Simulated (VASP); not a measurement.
# NaGa3Sb3 (Pm-3n) in VASP: further runs

NaGa3Sb3 is run at these levels: PBE; tasks: single point.

Everything below comes from runs of VASP 6.6.1. Logs are shortened: lines on timing, memory, paths and dates and some standing lists are left out, and cuts for length are marked.

## Step 1: The cell of the first run

The structure is cubic, space group Pm-3n (No. 223). The conventional cell has a = 7.335 Å, b = 7.335 Å, c = 7.335 Å, α = 90.00°, β = 90.00°, γ = 90.00°. Within 5.4 Å of Na (site symmetry m-3) lie 12 Ga at 4.10 Å and 12 Sb at 4.10 Å. Within 3.4 Å of Ga (site symmetry -4m2) lie 4 Sb at 2.59 Å. Sb (site symmetry -4m2) has 4 Ga at 2.59 Å within 3.4 Å.

The cell was built from a structure type or drawn by symmetry, and may not be a known phase.

## Step 2: Single point, PBE

INCAR

```
SYSTEM = NaGa3Sb3
PREC = Accurate
ENCUT = 520
EDIFF = 1E-6
ISMEAR = 0
SIGMA = 0.1
LREAL = .FALSE.
LASPH = .TRUE.
NELM = 60
ALGO = Fast
ISIF = 2
LWAVE = .FALSE.
LCHARG = .FALSE.
GGA = PE
NBANDS = 74
```

KPOINTS

```
Automatic mesh
0
G
  4 4 4
  0 0 0
```

POSCAR

```
NaGa3Sb3
1.0
    7.3346772200      0.0000000000      0.0000000000
    0.0000000000      7.3346772200      0.0000000000
    0.0000000000      0.0000000000      7.3346772200
Na Ga Sb
2 6 6
Direct
    0.5000000000      0.5000000000      0.5000000000
    0.0000000000      0.0000000000      0.0000000000
    0.5000000000      0.0000000000      0.7500000000
    0.7500000000      0.5000000000      0.0000000000
    0.0000000000      0.7500000000      0.5000000000
    0.5000000000      0.0000000000      0.2500000000
    0.2500000000      0.5000000000      0.0000000000
    0.0000000000      0.2500000000      0.5000000000
    0.0000000000      0.5000000000      0.7500000000
    0.7500000000      0.0000000000      0.5000000000
    0.5000000000      0.7500000000      0.0000000000
    0.0000000000      0.5000000000      0.2500000000
    0.2500000000      0.0000000000      0.5000000000
    0.5000000000      0.2500000000      0.0000000000
```

Potentials or basis: VASP PAW PBE potentials, release 64 (Na_pv, Ga_d, Sb).

Launch:

```bash
cat potpaw_PBE.64/Na_pv/POTCAR potpaw_PBE.64/Ga_d/POTCAR potpaw_PBE.64/Sb/POTCAR > POTCAR
mpirun -np 1 vasp_std > vasp.out
```

OUTCAR:

```text
SYSTEM = NaGa3Sb3
   PREC = Accurate
   ENCUT = 520
   EDIFF = 1E-6
   ISMEAR = 0
   LREAL = .FALSE.
   LASPH = .TRUE.
   NELM = 60
   ISIF = 2
   GGA = PE

 ion  position               nearest neighbor table
   1  0.500  0.500  0.500-
   2  0.000  0.000  0.000-
   3  0.500  0.000  0.750-  10 2.59  11 2.59  13 2.59  14 2.59
   4  0.750  0.500  0.000-   9 2.59  11 2.59  12 2.59  14 2.59
   5  0.000  0.750  0.500-   9 2.59  10 2.59  12 2.59  13 2.59
   6  0.500  0.000  0.250-  10 2.59  11 2.59  13 2.59  14 2.59
   7  0.250  0.500  0.000-   9 2.59  11 2.59  12 2.59  14 2.59
   8  0.000  0.250  0.500-   9 2.59  10 2.59  12 2.59  13 2.59
   9  0.000  0.500  0.750-   4 2.59   5 2.59   7 2.59   8 2.59  12 3.67  12 3.67
  10  0.750  0.000  0.500-   3 2.59   5 2.59   6 2.59   8 2.59  13 3.67  13 3.67
  11  0.500  0.750  0.000-   3 2.59   4 2.59   6 2.59   7 2.59  14 3.67  14 3.67
  12  0.000  0.500  0.250-   4 2.59   5 2.59   7 2.59   8 2.59   9 3.67   9 3.67
  13  0.250  0.000  0.500-   3 2.59   5 2.59   6 2.59   8 2.59  10 3.67  10 3.67
  14  0.500  0.250  0.000-   3 2.59   4 2.59   6 2.59   7 2.59  11 3.67  11 3.67

  LATTYP: Found a simple cubic cell.
 ALAT       =     7.3346772200

  Lattice vectors:

 A1 = (   7.3346772200,   0.0000000000,   0.0000000000)
 A2 = (   0.0000000000,   7.3346772200,   0.0000000000)
 A3 = (   0.0000000000,   0.0000000000,   7.3346772200)

Analysis of symmetry for initial positions (statically):
=====================================================================
 Subroutine PRICEL returns:
 Original cell was already a primitive cell.

 Routine SETGRP: Setting up the symmetry group for a
 simple cubic supercell.

 Subroutine GETGRP returns: Found 48 space group operations
 (whereof 24 operations were pure point group operations)
 out of a pool of 48 trial point group operations.

The static configuration has the point symmetry T_h .
 The point group associated with its full space group is O_h .

Analysis of symmetry for dynamics (positions and initial velocities):
=====================================================================
 Subroutine PRICEL returns:
 Original cell was already a primitive cell.

 Routine SETGRP: Setting up the symmetry group for a
 simple cubic supercell.

 Subroutine GETGRP returns: Found 48 space group operations
 (whereof 24 operations were pure point group operations)
 out of a pool of 48 trial point group operations.

The dynamic configuration has the point symmetry T_h .
 The point group associated with its full space group is O_h .

 Subroutine INISYM returns: Found 48 space group operations
 (whereof 24 operations are pure point group operations),
 and found     1 'primitive' translations

----------------------------------------------------------------------------------------

                                     Primitive cell

  volume of cell :     394.5872

  direct lattice vectors                    reciprocal lattice vectors
     7.334677220  0.000000000  0.000000000     0.136338651  0.000000000  0.000000000
     0.000000000  7.334677220  0.000000000     0.000000000  0.136338651  0.000000000
     0.000000000  0.000000000  7.334677220     0.000000000  0.000000000  0.136338651

  length of vectors
     7.334677220  7.334677220  7.334677220     0.136338651  0.136338651  0.136338651

  position of ions in fractional coordinates (direct lattice)
     0.500000000  0.500000000  0.500000000
     0.000000000  0.000000000  0.000000000
     0.500000000  0.000000000  0.750000000
     0.750000000  0.500000000  0.000000000
     0.000000000  0.750000000  0.500000000
     0.500000000  0.000000000  0.250000000
     0.250000000  0.500000000  0.000000000
     0.000000000  0.250000000  0.500000000
     0.000000000  0.500000000  0.750000000
     0.750000000  0.000000000  0.500000000
     0.500000000  0.750000000  0.000000000
     0.000000000  0.500000000  0.250000000
     0.250000000  0.000000000  0.500000000
     0.500000000  0.250000000  0.000000000

  ion indices of the primitive-cell ions
   primitive index   ion index
                 1           1
                 2           2
                 3           3
                 4           4
                 5           5
                 6           6
                 7           7
                 8           8
                 9           9
                10          10
                11          11
                12          12
                13          13
                14          14

----------------------------------------------------------------------------------------

 KPOINTS: Automatic mesh

Automatic generation of k-mesh.
 Grid dimensions read from file:
 generate k-points for:    4    4    4

 Generating k-lattice:

  Cartesian coordinates                     Fractional coordinates (reciprocal lattice)
     0.034084663  0.000000000  0.000000000     0.250000000  0.000000000  0.000000000
     0.000000000  0.034084663  0.000000000     0.000000000  0.250000000  0.000000000
     0.000000000  0.000000000  0.034084663     0.000000000  0.000000000  0.250000000

  Length of vectors
     0.034084663  0.034084663  0.034084663

  Shift w.r.t. Gamma in fractional coordinates (k-lattice)
     0.000000000  0.000000000  0.000000000

 Subroutine IBZKPT returns following result:
 ===========================================

 Found     10 irreducible k-points:

 Following reciprocal coordinates:
            Coordinates               Weight
  0.000000  0.000000  0.000000      1.000000
  0.250000  0.000000  0.000000      6.000000
  0.500000  0.000000  0.000000      3.000000
  0.250000  0.250000  0.000000     12.000000
  0.500000  0.250000  0.000000     12.000000
  0.500000  0.500000  0.000000      3.000000
  0.250000  0.250000  0.250000      8.000000
  0.500000  0.250000  0.250000     12.000000
  0.500000  0.500000  0.250000      6.000000
  0.500000  0.500000  0.500000      1.000000
   k-points           NKPTS =     10   k-points in BZ     NKDIM =     10   number of bands    NBANDS=     74
   number of dos      NEDOS =    301   number of ions     NIONS =     14
   total plane-waves  NPLWV = 175616
   dimension x,y,z NGX =    56 NGY =   56 NGZ =   56
   dimension x,y,z NGXF=   112 NGYF=  112 NGZF=  112
   ions per type =               2   6   6
   NGX,Y,Z   is equivalent  to a cutoff of  12.69, 12.69, 12.69 a.u.
   NGXF,Y,Z  is equivalent  to a cutoff of  25.39, 25.39, 25.39 a.u.
 SYSTEM =  NaGa3Sb3
   PREC   = accura    normal or accurate (medium, high low for compatibility)
   ISTART =      0    job   : 0-new  1-cont  2-samecut
   ICHARG =      2    charge: 1-file 2-atom 10-const
   ISPIN  =      1    spin polarized calculation?
   LNONCOLLINEAR =      F non collinear calculations
   LSORBIT =      F    spin-orbit coupling
   LASPH  =      T    aspherical Exc in radial PAW
   ENCUT  =  520.0 eV  38.22 Ry    6.18 a.u.  13.64 13.64 13.64*2*pi/ulx,y,z
   NELM   =     60;   NELMIN=  2; NELMDL= -5     # of ELM steps
   EDIFF  = 0.1E-05   stopping-criterion for ELM
   LREAL  =      F    real-space projection
   EDIFFG = 0.1E-04   stopping-criterion for IOM
   NSW    =      0    number of steps for IOM
   IBRION =     -1    ionic relax: 0-MD 1-quasi-New 2-CG
   NFREE  =      0    steps in history (QN), initial steepest desc. (CG)
   ISIF   =      2    stress and relaxation
   ISYM   =      2    0-nonsym 1-usesym 2-fastsym
   POTIM  = 0.5000    time-step for ionic-motion
   TEBEG  =    0.0;   TEEND  =   0.0 temperature during run
   PSTRESS=    0.0 pullay stress
   NELECT =     122.0000    total number of electrons
   NUPDOWN=      -1.0000    fix difference up-down
   EMIN   =  10.00;   EMAX   =-10.00  energy-range for DOS
   EFERMI =   0.00;   METHOD = LEGACY
   ISMEAR =     0;   SIGMA  =   0.10  broadening in eV -4-tet -1-fermi 0-gaus
   EFERMI_NEDOS =   21; number of points for ismear=-14 and -15
   IALGO  =     68    algorithm
   IMIX   =      4    mixing-type and parameters
     AMIX     =   0.40;   BMIX     =  1.00
     AMIX_MAG =   1.60;   BMIX_MAG =  1.00
  volume/ion in A,a.u.               =      28.18       190.20
  Fermi-wavevector in a.u.,A,eV,Ry     =   1.106999  2.091924 16.673206  1.225446
  Thomas-Fermi vector in A             =   2.243507
   LORBIT       =      0    0 simple, 1 ext, 2 COOP (PROOUT), +10 PAW based schemes
   GGA     = PE    functional components
   LHFCALC =     F    Hartree Fock is set to
   AEXX    =    0.0000 exact exchange contribution
   IVDW    =     0    specifies the selected vdW correction
   LEPSILON=     F    determine dielectric tensor
   LRPA    =     F    only Hartree local field effects (RPA)
 non-spin polarized calculation
 RMM-DIIS sequential band-by-band and
 Gauss-broadening in eV      SIGMA  =   0.10
  energy-cutoff  :      520.00
  volume of cell :      394.59
 maximum number of plane-waves:     10666
 NGX is ok and might be reduce to    56
   NGX = 27   NGY = 27   NGZ = 27

 number of electron     121.9999965 magnetization

 Free energy of the ion-electron system (eV)
  ---------------------------------------------------
  ext. energy  EPLUGINS =         0.00000000
  ---------------------------------------------------
  free energy    TOTEN  =       -44.46324842 eV

  energy without entropy =      -44.43981903  energy(sigma->0) =      -44.45153372

 E-fermi :   4.9457     XC(G=0):  -8.8231

 val. band max:        4.9049023731   @ k =   0.2500   0.2500   0.0000
 cond. band min:       5.0097433957   @ k =   0.2500   0.2500   0.2500
 fundamental gap:      0.1048410226
 Fermi energy:         4.9457437615

 k-point     1 :       0.0000    0.0000    0.0000
  band No.  band energies     occupation
      1     -20.8524      2.00000
      2     -20.8524      2.00000
      3     -20.8524      2.00000
      4     -20.8524      2.00000
      5     -20.8524      2.00000
      6     -20.8524      2.00000
[... 65 lines left out ...]
     72       8.4897      0.00000
     73       9.4110      0.00000

 k-point     2 :       0.2500    0.0000    0.0000
  band No.  band energies     occupation
      1     -20.8524      2.00000
      2     -20.8524      2.00000
      3     -20.8524      2.00000
      4     -20.8524      2.00000
      5     -20.8524      2.00000
      6     -20.8524      2.00000
[... 65 lines left out ...]
     72       8.6810      0.00000
     73       9.0426      0.00000

 k-point     3 :       0.5000    0.0000    0.0000
  band No.  band energies     occupation
      1     -20.8524      2.00000
      2     -20.8524      2.00000
      3     -20.8524      2.00000
      4     -20.8524      2.00000
      5     -20.8524      2.00000
      6     -20.8524      2.00000
[... 521 lines left out ...]
     72       7.7837      0.00000
     73       7.8127      0.00000

 k-point    10 :       0.5000    0.5000    0.5000
  band No.  band energies     occupation
      1     -20.8524      2.00000
      2     -20.8524      2.00000
      3     -20.8524      2.00000
      4     -20.8524      2.00000
      5     -20.8524      2.00000
      6     -20.8524      2.00000
[... 65 lines left out ...]
     72       7.9540      0.00000
     73       7.9855      0.00000
 [bands above 73 left out]

------------------------ aborting loop because EDIFF is reached ----------------------------------------

  FORCE on cell =-STRESS in cart. coord.  units (eV):
  Direction    XX          YY          ZZ          XY          YZ          ZX
  --------------------------------------------------------------------------------------
  -------------------------------------------------------------------------------------
  Total       16.5542782     16.5542782     16.5542782     -0.0000000      0.0000000      0.0000000
  in kB       67.2167970     67.2167970     67.2167970     -0.0000000      0.0000000      0.0000000
  external PRESSURE =      67.2167970 kB  Pullay stress =       0.0000000 kB

 VOLUME and BASIS-vectors are now :
 -----------------------------------------------------------------------------
  energy-cutoff  :      520.00
  volume of cell :      394.59
      direct lattice vectors                 reciprocal lattice vectors
     7.334677220  0.000000000  0.000000000     0.136338651  0.000000000  0.000000000
     0.000000000  7.334677220  0.000000000     0.000000000  0.136338651  0.000000000
     0.000000000  0.000000000  7.334677220     0.000000000  0.000000000  0.136338651

 POSITION                                       TOTAL-FORCE (eV/Angst)
 -----------------------------------------------------------------------------------
      3.66734      3.66734      3.66734         0.000000     -0.000000      0.000000
      0.00000      0.00000      0.00000         0.000000     -0.000000      0.000000
      3.66734      0.00000      5.50101         0.000000      0.000000     -0.000000
      5.50101      3.66734      0.00000        -0.000000     -0.000000     -0.000000
      0.00000      5.50101      3.66734        -0.000000      0.000000      0.000000
      3.66734      0.00000      1.83367        -0.000000     -0.000000      0.000000
      1.83367      3.66734      0.00000         0.000000      0.000000      0.000000
      0.00000      1.83367      3.66734        -0.000000     -0.000000     -0.000000
      0.00000      3.66734      5.50101         0.000000     -0.000000      0.000000
      5.50101      0.00000      3.66734         0.000000     -0.000000     -0.000000
      3.66734      5.50101      0.00000         0.000000     -0.000000      0.000000
      0.00000      3.66734      1.83367         0.000000     -0.000000     -0.000000
      1.83367      0.00000      3.66734        -0.000000     -0.000000      0.000000
      3.66734      1.83367      0.00000        -0.000000      0.000000     -0.000000
 -----------------------------------------------------------------------------------
    total drift:                                0.000000     -0.000000      0.000000

  FREE ENERGIE OF THE ION-ELECTRON SYSTEM (eV)
  ---------------------------------------------------
  free  energy   TOTEN  =       -44.4632484179 eV

  energy  without entropy=      -44.4398190268  energy(sigma->0) =      -44.45153372
```

It took 7.1 min on 1 thread of Intel Xeon Platinum 8559C (Emerald Rapids), shared host; peak memory 0.56 GiB.

What came out:

```yaml
Free_energy: -44.4632 eV
Pressure: 6.7 GPa
Band_gap_on_the_k_mesh: zero (bands 61 and 62 overlap by 2.07 eV)
```

Levels at points of the mesh, in eV from the Fermi level:
| k point | band 57 | band 58 | band 59 | band 60 | band 61 | band 62 | band 63 | band 64 | band 65 | band 66 |
| --- | --- | --- | --- | --- | --- | --- | --- | --- | --- | --- |
| (0.00, 0.00, 0.00) | -2.26 | -0.36 | -0.36 | -0.36 | -0.30 | -0.30 | -0.30 | 0.14 | 0.72 | 0.86 |
| (0.50, 0.00, 0.00) | -1.38 | -1.38 | -0.88 | -0.88 | -0.78 | -0.78 | 1.54 | 1.54 | 1.76 | 1.76 |
| (0.50, 0.50, 0.00) | -1.72 | -1.72 | -1.34 | -0.81 | 0.45 | 0.45 | 1.12 | 1.12 | 1.33 | 1.43 |
| (0.50, 0.50, 0.50) | -2.26 | -2.26 | -2.26 | -2.26 | 1.28 | 1.28 | 1.28 | 1.28 | 1.28 | 1.28 |

Caveat: the cell stands under pressure; spin-orbit coupling is left out, which moves the levels of the heavy elements.

## Step 3: Single point, PBE

This run uses another cell than the first one, of 32.43 Å³/atom.

INCAR

```
PREC = Accurate
ENCUT = 520
EDIFF = 1E-6
ISMEAR = 0
SIGMA = 0.1
LREAL = False
LASPH = True
NELM = 60
ALGO = Fast
ISIF = 2
LWAVE = False
LCHARG = False
GGA = PE
NBANDS = 74
```

KPOINTS

```
Automatic mesh
0
Gamma
  4 4 4
```

POSCAR: that of step 2 with these lines changed.

```diff
@@ -2,5 +2,5 @@
 1.0
-    7.3346772200      0.0000000000      0.0000000000
-    0.0000000000      7.3346772200      0.0000000000
-    0.0000000000      0.0000000000      7.3346772200
+    7.6857251144      0.0000000000      0.0000000000
+    0.0000000000      7.6857251144      0.0000000000
+    0.0000000000      0.0000000000      7.6857251144
 Na Ga Sb
```

Potentials or basis: VASP PAW PBE potentials, release 64 (Na_pv, Ga_d, Sb).

Launch:

```bash
cat potpaw_PBE.64/Na_pv/POTCAR potpaw_PBE.64/Ga_d/POTCAR potpaw_PBE.64/Sb/POTCAR > POTCAR
mpirun -np 1 vasp_std > vasp.out
```

Run time: 6.9 min. Hardware: 1 thread of Intel Xeon Platinum 8559C (Emerald Rapids), shared host; peak memory 0.65 GiB.

Results (log left out):

* Free energy: -45.5810 eV
* Pressure: 0.1 GPa
* Band gap on the k mesh: zero (bands 61 and 62 overlap by 2.01 eV)

Levels at points of the mesh, in eV from the Fermi level:
```csv
k point,band 57,band 58,band 59,band 60,band 61,band 62,band 63,band 64,band 65,band 66
"(0.00, 0.00, 0.00)",-2.01,-0.92,-0.40,-0.40,-0.40,-0.35,-0.35,-0.35,0.77,0.77
"(0.50, 0.00, 0.00)",-1.29,-1.29,-0.78,-0.78,-0.76,-0.76,1.07,1.07,1.29,1.29
"(0.50, 0.50, 0.00)",-1.56,-1.56,-1.27,-0.79,0.38,0.38,0.89,1.08,1.08,1.18
"(0.50, 0.50, 0.50)",-1.98,-1.98,-1.98,-1.98,1.25,1.25,1.25,1.25,1.25,1.25
```

Caveat: spin-orbit coupling is left out, which moves the levels of the heavy elements.
